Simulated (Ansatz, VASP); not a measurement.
# CsYPt2Se4 in VASP and in Ansatz

```
Cs Y Pt Se
1.0
     4.83945    0.00000    0.00000
     0.00000    4.83945    0.00000
     0.00000    0.00000    9.57658
Cs Y Pt Se
1 1 2 4
Cartesian
  2.4197 2.4197 0.0000
  2.4197 2.4197 4.7883
  0.0000 0.0000 7.2245
  0.0000 0.0000 2.3521
  2.4197 0.0000 6.5785
  0.0000 2.4197 6.5785
  2.4197 0.0000 2.9981
  0.0000 2.4197 2.9981
```

Alike in both runs: functional PBE; k mesh 8 × 8 × 4; occupations gaussian, width 0.1 eV; no spin polarisation.

Ansatz relaxed the structure, and its values are those at the end. VASP's run is a single point on that final structure, the one shown.

|  | VASP | Ansatz |
| --- | --- | --- |
| version | VASP 6.6.1 | Ansatz 0.2.0 |
| potentials or method | VASP PAW PBE potentials, release 64 (Cs_sv, Y_sv, Pt, Se), cutoff 520 eV | scalar-relativistic, plane waves, PAW |
| valence electrons in the cell | 64 | 120 |

|  | VASP | Ansatz | Ansatz less VASP |
| --- | --- | --- | --- |
| gap on the k mesh at the Fermi level (eV) | none | none | - |
| pressure (GPa) | 0.0 | 0.0 | -0.03 |
| rms of the force components (eV/Å) | 0.005 | 0.001 | -0.0039 |

A gap of «none» marks a metal or a gap that the smearing closes. The functional is the same, so the differences come from potentials, cutoffs and numerics. VASP's potentials hold 64 valence electrons a cell and Ansatz's 120, so a difference there can come from the potentials and not from the codes.

Neither program's run includes spin-orbit coupling.
